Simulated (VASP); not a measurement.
**Ti: single point with PBE**

Crystal: Ti.

```
Ti
1.0
     0.00000    1.92439    1.92439
     1.92439    0.00000    1.92439
     1.92439    1.92439    0.00000
Ti
1
Direct
  0.00000 0.00000 0.00000
```

* Program: VASP 6.6.1
* Task: single point
* Functional: PBE
* Potentials or basis: VASP PAW PBE potentials, release 64 (Ti_sv)
* Cutoff: 520 eV
* k mesh: 20 × 20 × 20
* Occupations: gaussian, width 0.15 eV
* Spin: collinear spin, ferromagnetic start
* Starting moments: [1.0] μB
* Fixed moment: 1 μB

```json
{
 "Pressure": "34.3 GPa",
 "Net moment": "1.00 μB per cell",
 "Site moments": "Ti +0.73 μB",
 "Valence electrons inside the program's atomic spheres": "Ti 10.54"
}
```

Wall time 2.2 min on 1 thread of AMD EPYC 7R13, with other jobs on the host, peak memory 0.17 GiB.

Caveat: the total moment is fixed, so each spin has its own Fermi level.
